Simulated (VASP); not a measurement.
# Ta2H (C222) in VASP: notebook

Ta2H is run at these levels: PBEsol; tasks: single point.

Program: VASP 6.6.1. These are calculated values, not measurements. Logs are shortened: lines on timing, memory, paths and dates and some standing lists are left out, and cuts for length are marked.

## (1) The cell of the first run

Symmetry: C222, No. 21, orthorhombic system. The conventional cell has a = 3.261 Å, b = 4.625 Å, c = 4.653 Å, α = 90.00°, β = 90.00°, γ = 90.00°. Within 2.5 Å of Ta (site symmetry 2) lie 2 H at 1.87 Å. H (site symmetry 222) has 4 Ta at 1.87 Å within 2.5 Å.

## (2) Single point, PBEsol

INCAR

```
SYSTEM = Ta2H
PREC     = Accurate       ! precision mode
ENCUT    = 520            ! plane-wave cutoff, eV
EDIFF    = 1E-7           ! SCF threshold, eV
ISMEAR   = 0              ! smearing method
SIGMA    = 0.1            ! smearing width, eV
LREAL    = .False.        ! projectors in reciprocal space
LASPH    = .True.         ! aspherical terms in the spheres
NELM     = 100            ! most SCF steps
ALGO     = Normal         ! electronic algorithm
ISIF     = 2              ! what is computed and relaxed
LWAVE    = .False.        ! write WAVECAR
LCHARG   = .True.         ! write CHGCAR
GGA      = PS             ! functional
LELF     = .True.         ! ELF
LVHAR    = .True.       
NBANDS   = 18             ! bands
```

KPOINTS

```
regular mesh
0
Gamma
  16 16 10
  0 0 0
```

POSCAR

```
Ta2H
1.0
    1.6306998775     -2.3127358508      0.0000000000
    1.6306998775      2.3127358508      0.0000000000
    0.0000000000      0.0000000000      4.6525424910
Ta H
2 1
Direct
    0.0000000000      0.5000000000      0.2634569048
    0.5000000000      0.0000000000      0.7365430952
    0.0000000000      0.0000000000      0.0000000000
```

Potentials or basis: VASP PAW PBE potentials, release 64 (Ta_pv, H).

On the command line:

```
> cat potpaw_PBE.64/Ta_pv/POTCAR potpaw_PBE.64/H/POTCAR > POTCAR
> mpirun -np 1 vasp_std > vasp.out
```

OUTCAR:

```text
SYSTEM = Ta2H
   PREC = Accurate
   ENCUT = 520
   EDIFF = 1E-7
   ISMEAR = 0
   LREAL = .False.
   LASPH = .True.
   NELM = 100
   ISIF = 2
   GGA = PS

 ion  position               nearest neighbor table
   1  0.000  0.500  0.263-   3 1.87   3 1.87   2 2.74   2 2.74   2 2.94   2 2.94   2 3.19   2 3.19
                             2 3.37   2 3.37
   2  0.500  0.000  0.737-   3 1.87   3 1.87   1 2.74   1 2.74   1 2.94   1 2.94   1 3.19   1 3.19
                             1 3.37   1 3.37
   3  0.000  0.000  0.000-   1 1.87   2 1.87   1 1.87   2 1.87

  LATTYP: Found a base centered orthorhombic cell.
 ALAT       =     3.2613997550
 B/A-ratio  =     1.4182473935
 C/A-ratio  =     1.4265477527

  Lattice vectors:

 A1 = (   1.6306998775,  -2.3127358508,   0.0000000000)
 A2 = (   1.6306998775,   2.3127358508,   0.0000000000)
 A3 = (   0.0000000000,   0.0000000000,   4.6525424910)

Analysis of symmetry for initial positions (statically):
=====================================================================
 Subroutine PRICEL returns:
 Original cell was already a primitive cell.

 Routine SETGRP: Setting up the symmetry group for a
 base centered orthorhombic supercell.

 Subroutine GETGRP returns: Found  4 space group operations
 (whereof  4 operations were pure point group operations)
 out of a pool of  8 trial point group operations.

The static configuration has the point symmetry D_2 .

Analysis of symmetry for dynamics (positions and initial velocities):
=====================================================================
 Subroutine PRICEL returns:
 Original cell was already a primitive cell.

 Routine SETGRP: Setting up the symmetry group for a
 base centered orthorhombic supercell.

 Subroutine GETGRP returns: Found  4 space group operations
 (whereof  4 operations were pure point group operations)
 out of a pool of  8 trial point group operations.

The dynamic configuration has the point symmetry D_2 .

 Subroutine INISYM returns: Found  4 space group operations
 (whereof  4 operations are pure point group operations),
 and found     1 'primitive' translations

----------------------------------------------------------------------------------------

                                     Primitive cell

  volume of cell :      35.0930

  direct lattice vectors                    reciprocal lattice vectors
     1.630699877 -2.312735851  0.000000000     0.306616813 -0.216194167  0.000000000
     1.630699877  2.312735851  0.000000000     0.306616813  0.216194167  0.000000000
[... 83 lines left out ...]
   LSORBIT =      F    spin-orbit coupling
   LASPH  =      T    aspherical Exc in radial PAW
   ENCUT  =  520.0 eV  38.22 Ry    6.18 a.u.   5.26  5.26  8.65*2*pi/ulx,y,z
   NELM   =    100;   NELMIN=  2; NELMDL= -5     # of ELM steps
   EDIFF  = 0.1E-06   stopping-criterion for ELM
   LREAL  =      F    real-space projection
   EDIFFG = 0.1E-05   stopping-criterion for IOM
   NSW    =      0    number of steps for IOM
   IBRION =     -1    ionic relax: 0-MD 1-quasi-New 2-CG
   NFREE  =      0    steps in history (QN), initial steepest desc. (CG)
   ISIF   =      2    stress and relaxation
   ISYM   =      2    0-nonsym 1-usesym 2-fastsym
   POTIM  = 0.5000    time-step for ionic-motion
   TEBEG  =    0.0;   TEEND  =   0.0 temperature during run
   PSTRESS=    0.0 pullay stress
   NELECT =      23.0000    total number of electrons
   NUPDOWN=      -1.0000    fix difference up-down
   EMIN   =  10.00;   EMAX   =-10.00  energy-range for DOS
   EFERMI =   0.00;   METHOD = LEGACY
   ISMEAR =     0;   SIGMA  =   0.10  broadening in eV -4-tet -1-fermi 0-gaus
   EFERMI_NEDOS =   21; number of points for ismear=-14 and -15
   IALGO  =     38    algorithm
   IMIX   =      4    mixing-type and parameters
     AMIX     =   0.40;   BMIX     =  1.00
     AMIX_MAG =   1.60;   BMIX_MAG =  1.00
  volume/ion in A,a.u.               =      11.70        78.94
  Fermi-wavevector in a.u.,A,eV,Ry     =   1.422036  2.687259 27.513522  2.022187
  Thomas-Fermi vector in A             =   2.542783
   LORBIT       =      0    0 simple, 1 ext, 2 COOP (PROOUT), +10 PAW based schemes
   GGA     = PS    functional components
   LHFCALC =     F    Hartree Fock is set to
   AEXX    =    0.0000 exact exchange contribution
   IVDW    =     0    specifies the selected vdW correction
   LEPSILON=     F    determine dielectric tensor
   LRPA    =     F    only Hartree local field effects (RPA)
 non-spin polarized calculation
 Gauss-broadening in eV      SIGMA  =   0.10
  energy-cutoff  :      520.00
  volume of cell :       35.09
 maximum number of plane-waves:       960
 NGX is ok and might be reduce to    24
   NGX = 11   NGY = 11   NGZ = 17

 number of electron      23.0000006 magnetization

 Free energy of the ion-electron system (eV)
  ---------------------------------------------------
  ext. energy  EPLUGINS =         0.00000000
  ---------------------------------------------------
  free energy    TOTEN  =       -28.78871540 eV

  energy without entropy =      -28.78202379  energy(sigma->0) =      -28.78536959

 E-fermi :   6.0745     XC(G=0): -13.1202

 val. band max:        6.0732074084   @ k =  -0.1875   0.1875   0.5000
 cond. band min:       6.0750497920   @ k =   0.3750  -0.0000   0.3000
 fundamental gap:      0.0018423836
 Fermi energy:         6.0745473173

 k-point     1 :       0.0000    0.0000    0.0000
  band No.  band energies     occupation
      1     -28.3375      2.00000
      2     -27.3472      2.00000
      3     -26.9615      2.00000
      4     -26.9558      2.00000
      5     -26.9306      2.00000
      6     -26.8876      2.00000
[... 481 lines left out ...]
      5     -26.9562      2.00000
      6     -26.9074      2.00000
[... 10 lines left out ...]
     17      11.1328      0.00000
     18      13.8808      0.00000

 [... further k-points ...]
[... 5 lines left out ...]
  --------------------------------------------------------------------------------------
  -------------------------------------------------------------------------------------
  Total        4.4560743      4.4727716      4.4680042      0.0000000      0.0000000      0.0000000
  in kB      203.4429227    204.2052427    203.9875861      0.0000000      0.0000000      0.0000000
  external PRESSURE =     203.8785839 kB  Pullay stress =       0.0000000 kB

 VOLUME and BASIS-vectors are now :
 -----------------------------------------------------------------------------
  energy-cutoff  :      520.00
  volume of cell :       35.09
      direct lattice vectors                 reciprocal lattice vectors
     1.630699877 -2.312735851  0.000000000     0.306616813 -0.216194167  0.000000000
     1.630699877  2.312735851  0.000000000     0.306616813  0.216194167  0.000000000
     0.000000000  0.000000000  4.652542491     0.000000000  0.000000000  0.214936242

 POSITION                                       TOTAL-FORCE (eV/Angst)
 -----------------------------------------------------------------------------------
      0.81535      1.15637      1.22574         0.000000      0.000000      0.021255
      0.81535     -1.15637      3.42680        -0.000000      0.000000     -0.021255
      0.00000      0.00000      0.00000        -0.000000     -0.000000     -0.000000
 -----------------------------------------------------------------------------------
    total drift:                                0.000000     -0.000000      0.000000

  FREE ENERGIE OF THE ION-ELECTRON SYSTEM (eV)
  ---------------------------------------------------
  free  energy   TOTEN  =       -28.7887153961 eV

  energy  without entropy=      -28.7820237872  energy(sigma->0) =      -28.78536959
```

stdout:

```text
POSCAR found type information on POSCAR TaH
 POSCAR found :  2 types and       3 ions
 scaLAPACK will be used
 -----------------------------------------------------------------------------
|                                                                             |
|                                                                             |
|     You enforced a specific xc type in the INCAR file but a different       |
|     I HOPE YOU KNOW WHAT YOU ARE DOING!                                     |
|                                                                             |
 -----------------------------------------------------------------------------

 LDA part: xc-table for (Slater+PW92), standard interpolation
 POSCAR, INCAR and KPOINTS ok, starting setup
 FFT: planning ... GRIDC
 FFT: planning ... GRID_SOFT
 FFT: planning ... GRID
 WAVECAR not read
 entering main loop
```

Wall time 2.4 min (1 thread of Intel Xeon 6975P-C (Granite Rapids), shared host); peak memory 0.35 GiB.

Results:

```yaml
Free_energy: -28.7887 eV
Pressure: 20.4 GPa
Largest_force: 0.021 eV/Å
Band_gap_on_the_k_mesh: zero (an odd number of electrons rules out a gap without spin polarisation)
```

Forces on the atoms (eV/Å):
```
Ta   0.000  0.000  0.021
Ta   0.000  0.000 -0.021
H    0.000  0.000  0.000
```

Caveat: the cell stands under pressure; the PAW data sets were made with another functional, which shifts forces and pressure a little; spin-orbit coupling is left out, which moves the levels of the heavy elements.

## (3) Single point, PBEsol

This run uses another cell than the first one, of 12.13 Å³/atom.

INCAR

```
ALGO = Normal
EDIFF = 1E-7
ENCUT = 520
GGA = PS
ISIF = 2
ISMEAR = 0
LASPH = T
LCHARG = F
LREAL = F
LWAVE = F
NBANDS = 18
NELM = 80
PREC = Accurate
SIGMA = 0.1
```

KPOINTS

```
k-points
0
Gamma
  16 16 10
```

POSCAR

```
Ta2H
1.0
    1.6565712858     -2.3370588356      0.0000000000
    1.6565712858      2.3370588356      0.0000000000
    0.0000000000      0.0000000000      4.7015292543
Ta H
2 1
Direct
    0.0000000000      0.5000000000      0.2638026103
    0.5000000000      0.0000000000      0.7361973897
    0.0000000000      0.0000000000      0.0000000000
```

Potentials or basis: VASP PAW PBE potentials, release 64 (Ta_pv, H).

On the command line:

```
> cat potpaw_PBE.64/Ta_pv/POTCAR potpaw_PBE.64/H/POTCAR > POTCAR
> mpirun -np 1 vasp_std > vasp.out
```

It took 2.6 min on 1 thread of Intel Xeon 6975P-C (Granite Rapids), shared host; peak memory 0.36 GiB.

It converged, with:

```yaml
Free_energy: -28.9139 eV
Pressure: 10.3 GPa
Largest_force: 0.018 eV/Å
Band_gap_on_the_k_mesh: zero (an odd number of electrons rules out a gap without spin polarisation)
```

Forces in eV/Å, atoms in the order of the input:
```
Ta   0.000  0.000  0.018
Ta   0.000  0.000 -0.018
H    0.000  0.000  0.000
```

Levels at points of the mesh, in eV from the Fermi level:
```tsv
k point	band 10	band 11	band 12	band 13	band 14	band 15
(0.00, 0.00, 0.00)	-0.57	0.33	0.34	0.72	3.38	3.60
(0.50, 0.00, 0.00)	-1.87	-0.80	-0.80	2.94	3.14	4.53
(0.50, 0.50, 0.00)	-2.39	0.02	3.46	4.03	6.41	6.53
(0.00, 0.00, 0.50)	-1.16	-0.79	0.31	2.55	3.08	3.18
(0.50, 0.00, 0.50)	-1.88	-0.27	1.21	3.36	3.45	4.57
(0.50, 0.50, 0.50)	-2.23	0.44	0.44	0.79	1.64	6.45
```

Caveat: the cell stands under pressure; the PAW data sets were made with another functional, which shifts forces and pressure a little; spin-orbit coupling is left out, which moves the levels of the heavy elements.
